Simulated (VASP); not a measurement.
# Mg in VASP: further runs

The runs below take Mg through single point, with PBEsol.

All numbers are computed with VASP 6.6.1; they aren't measurements. Logs are shortened: lines on timing, memory, paths and dates and some standing lists are left out, and cuts for length are marked.

### 1 The cell of the first run

Symmetry: Im-3m, No. 229, cubic system. Conventional cell: a = 3.011 Å, b = 3.011 Å, c = 3.011 Å, α = 90.00°, β = 90.00°, γ = 90.00°. Within 3.4 Å of Mg (site symmetry m-3m) lie 14 Mg at 2.61 to 3.01 Å.

### 2 Single point, PBEsol (volume scaled by 1.06)

Contents of INCAR:

```
PREC = Accurate ; ENCUT = 520
EDIFF = 1E-6 ; ISMEAR = -1
SIGMA = 0.05 ; LREAL = F
LASPH = T ; NELM = 80
ALGO = Normal ; ISIF = 2
LWAVE = F ; LCHARG = F
GGA = PS ; NBANDS = 7
```

Contents of KPOINTS:

```
Automatic mesh
0
Gamma
  16 16 16
```

Contents of POSCAR:

```
Mg
1.0
   -1.5054583323      1.5054583323      1.5054583323
    1.5054583323     -1.5054583323      1.5054583323
    1.5054583323      1.5054583323     -1.5054583323
Mg
1
Direct
    0.0000000000      0.0000000000      0.0000000000
```

Potentials or basis: VASP PAW PBE potentials, release 64 (Mg).

Started as:

```sh
$ cat potpaw_PBE.64/Mg/POTCAR > POTCAR
$ mpirun -np 1 vasp_std > vasp.out
```

OUTCAR:

```text
PREC = Accurate
   ENCUT = 520
   EDIFF = 1E-6
   ISMEAR = -1
   LREAL = F
   LASPH = T
   NELM = 80
   ISIF = 2
   GGA = PS

 ion  position               nearest neighbor table
   1  0.000  0.000  0.000-

  LATTYP: Found a body centered cubic cell.
 ALAT       =     3.0109166646

  Lattice vectors:

 A1 = (  -1.5054583323,   1.5054583323,   1.5054583323)
 A2 = (   1.5054583323,  -1.5054583323,   1.5054583323)
 A3 = (   1.5054583323,   1.5054583323,  -1.5054583323)

Analysis of symmetry for initial positions (statically):
=====================================================================
 Subroutine PRICEL returns:
 Original cell was already a primitive cell.

 Routine SETGRP: Setting up the symmetry group for a
 body centered cubic supercell.

 Subroutine GETGRP returns: Found 48 space group operations
 (whereof 48 operations were pure point group operations)
 out of a pool of 48 trial point group operations.

The static configuration has the point symmetry O_h .

Analysis of symmetry for dynamics (positions and initial velocities):
=====================================================================
 Subroutine PRICEL returns:
 Original cell was already a primitive cell.

 Routine SETGRP: Setting up the symmetry group for a
 body centered cubic supercell.

 Subroutine GETGRP returns: Found 48 space group operations
 (whereof 48 operations were pure point group operations)
 out of a pool of 48 trial point group operations.

The dynamic configuration has the point symmetry O_h .

 Subroutine INISYM returns: Found 48 space group operations
 (whereof 48 operations are pure point group operations),
 and found     1 'primitive' translations

----------------------------------------------------------------------------------------

                                     Primitive cell

  volume of cell :      13.6479

  direct lattice vectors                    reciprocal lattice vectors
    -1.505458332  1.505458332  1.505458332     0.000000000  0.332124768  0.332124768
     1.505458332 -1.505458332  1.505458332     0.332124768  0.000000000  0.332124768
     1.505458332  1.505458332 -1.505458332     0.332124768  0.332124768  0.000000000

  length of vectors
     2.607530320  2.607530320  2.607530320     0.469695352  0.469695352  0.469695352

  position of ions in fractional coordinates (direct lattice)
[... 75 lines left out ...]
   ENCUT  =  520.0 eV  38.22 Ry    6.18 a.u.   4.85  4.85  4.85*2*pi/ulx,y,z
   NELM   =     80;   NELMIN=  2; NELMDL= -5     # of ELM steps
   EDIFF  = 0.1E-05   stopping-criterion for ELM
   LREAL  =      F    real-space projection
   EDIFFG = 0.1E-04   stopping-criterion for IOM
   NSW    =      0    number of steps for IOM
   IBRION =     -1    ionic relax: 0-MD 1-quasi-New 2-CG
   NFREE  =      0    steps in history (QN), initial steepest desc. (CG)
   ISIF   =      2    stress and relaxation
   ISYM   =      2    0-nonsym 1-usesym 2-fastsym
   POTIM  = 0.5000    time-step for ionic-motion
   TEBEG  =    0.0;   TEEND  =   0.0 temperature during run
   PSTRESS=    0.0 pullay stress
   NELECT =       2.0000    total number of electrons
   NUPDOWN=      -1.0000    fix difference up-down
   EMIN   =  10.00;   EMAX   =-10.00  energy-range for DOS
   EFERMI =   0.00;   METHOD = LEGACY
   ISMEAR =    -1;   SIGMA  =   0.05  broadening in eV -4-tet -1-fermi 0-gaus
   EFERMI_NEDOS =   21; number of points for ismear=-14 and -15
   IALGO  =     38    algorithm
   IMIX   =      4    mixing-type and parameters
     AMIX     =   0.40;   BMIX     =  1.00
     AMIX_MAG =   1.60;   BMIX_MAG =  1.00
  volume/ion in A,a.u.               =      13.65        92.10
  Fermi-wavevector in a.u.,A,eV,Ry     =   0.863103  1.631029 10.135623  0.744947
  Thomas-Fermi vector in A             =   1.981004
   LORBIT       =      0    0 simple, 1 ext, 2 COOP (PROOUT), +10 PAW based schemes
   GGA     = PS    functional components
   LHFCALC =     F    Hartree Fock is set to
   AEXX    =    0.0000 exact exchange contribution
   IVDW    =     0    specifies the selected vdW correction
   LEPSILON=     F    determine dielectric tensor
   LRPA    =     F    only Hartree local field effects (RPA)
 non-spin polarized calculation
  energy-cutoff  :      520.00
  volume of cell :       13.65
 maximum number of plane-waves:       379
   NGX =  9   NGY =  9   NGZ =  9

 number of electron       2.0000000 magnetization

 Free energy of the ion-electron system (eV)
  ---------------------------------------------------
  ext. energy  EPLUGINS =         0.00000000
  ---------------------------------------------------
  free energy    TOTEN  =        -0.80248012 eV

  energy without entropy =       -0.80002279  energy(sigma->0) =       -0.80125145

 E-fermi :   6.0038     XC(G=0): -10.3484

 val. band max:        5.9621480578   @ k =  -0.3750  -0.4375   0.1875
 cond. band min:       6.0375312923   @ k =   0.3750   0.1875   0.0625
 fundamental gap:      0.0753832345
 Fermi energy:         6.0037561634

 k-point     1 :       0.0000    0.0000    0.0000
  band No.  band energies     occupation
      1      -3.4978      2.00000
      2      22.9275      0.00000
      3      22.9275      0.00000
      4      22.9275      0.00000
      5      25.6115      0.00000
      6      25.6115      0.00000
      7      27.3236      0.00000
[... 221 lines left out ...]
 k-point    24 :       0.2500    0.1875    0.0000
  band No.  band energies     occupation
      1       1.1434      2.00000
      2      10.1506      0.00000
      3      12.8573      0.00000
      4      19.2342      0.00000
      5      23.2311      0.00000
      6      26.5012      0.00000
      7      29.5945      0.00000

 [... further k-points ...]

------------------------ aborting loop because EDIFF is reached ----------------------------------------

  FORCE on cell =-STRESS in cart. coord.  units (eV):
  Direction    XX          YY          ZZ          XY          YZ          ZX
  --------------------------------------------------------------------------------------
  -------------------------------------------------------------------------------------
  Total        4.1813773      4.1813773      4.1813773      0.0000000      0.0000000      0.0000000
  in kB      490.8668833    490.8668833    490.8668833      0.0000000      0.0000000      0.0000000
  external PRESSURE =     490.8668833 kB  Pullay stress =       0.0000000 kB

 VOLUME and BASIS-vectors are now :
 -----------------------------------------------------------------------------
  energy-cutoff  :      520.00
  volume of cell :       13.65
      direct lattice vectors                 reciprocal lattice vectors
    -1.505458332  1.505458332  1.505458332     0.000000000  0.332124768  0.332124768
     1.505458332 -1.505458332  1.505458332     0.332124768  0.000000000  0.332124768
     1.505458332  1.505458332 -1.505458332     0.332124768  0.332124768  0.000000000

 POSITION                                       TOTAL-FORCE (eV/Angst)
 -----------------------------------------------------------------------------------
      0.00000      0.00000      0.00000        -0.000000     -0.000000     -0.000000
 -----------------------------------------------------------------------------------
    total drift:                                0.000000      0.000000     -0.000000

  FREE ENERGIE OF THE ION-ELECTRON SYSTEM (eV)
  ---------------------------------------------------
  free  energy   TOTEN  =        -0.8024801207 eV

  energy  without entropy=       -0.8000227851  energy(sigma->0) =       -0.80125145
```

stdout:

```text
POSCAR found type information on POSCAR Mg
 POSCAR found :  1 types and       1 ions
 scaLAPACK will be used
 -----------------------------------------------------------------------------
|                                                                             |
|                                                                             |
|     You enforced a specific xc type in the INCAR file but a different       |
|     I HOPE YOU KNOW WHAT YOU ARE DOING!                                     |
|                                                                             |
 -----------------------------------------------------------------------------

 LDA part: xc-table for (Slater+PW92), standard interpolation
 POSCAR, INCAR and KPOINTS ok, starting setup
 FFT: planning ... GRIDC
 FFT: planning ... GRID_SOFT
 FFT: planning ... GRID
 WAVECAR not read
 entering main loop
```

It took 7.2 s on 1 thread of Intel Xeon 6975P-C, shared host; peak memory 0.13 GiB.

Results:

```
Free energy            : -0.8025 eV
Pressure               : 49.1 GPa
Band gap on the k mesh : zero (band 1 reaches 9.96 eV, above the bottom of band 2 at 5.10 eV)
```

Caveat: the PAW data sets were made with another functional, which shifts forces and pressure a little.

### 3 Single point, PBEsol (zz strain of +2 %)

Edit INCAR of step 2 so:

```diff
@@ -3,3 +3,3 @@
 SIGMA = 0.05 ; LREAL = F
-LASPH = T ; NELM = 80
+LASPH = T ; NELM = 100
 ALGO = Normal ; ISIF = 2
```

KPOINTS is that of step 2.

Contents of POSCAR:

```
Mg
1.0
   -1.4765000000      1.4765000000      1.5060300000
    1.4765000000     -1.4765000000      1.5060300000
    1.4765000000      1.4765000000     -1.5060300000
Mg
1
Direct
    0.0000000000      0.0000000000      0.0000000000
```

Potentials or basis: VASP PAW PBE potentials, release 64 (Mg).

Started as:

```sh
$ cat potpaw_PBE.64/Mg/POTCAR > POTCAR
$ mpirun -np 1 vasp_std > vasp.out
```

It took 47 s on 1 thread of AMD EPYC 7R13, shared host; peak memory 0.12 GiB.

Results (log left out):

- Free energy: -0.6314 eV
- Pressure: 57.0 GPa
- Band gap on the k mesh: zero (band 1 reaches 10.10 eV, above the bottom of band 2 at 5.36 eV)

Stress tensor (GPa, compression positive):
```
57.50  0.00  0.00
 0.00 57.50  0.00
 0.00  0.00 56.03
```

Levels at points of the mesh, in eV from the Fermi level:
```
           k point  band 1  band 2  band 3  band 4  band 5  band 6
(0.00, 0.00, 0.00)   -9.72   17.06   17.06   17.63   19.67   20.30
(0.50, 0.00, 0.00)   -2.35   -0.97   10.93   14.63   15.01   17.21
(0.50, 0.50, 0.00)   -2.20   -0.82   10.43   14.16   14.49   17.23
(0.50, 0.50, 0.50)    3.77    4.07    5.60    6.29    6.29   15.32
```

Caveat: the cell differs from its parent crystal (zz strain of +2 %); the PAW data sets were made with another functional, which shifts forces and pressure a little.
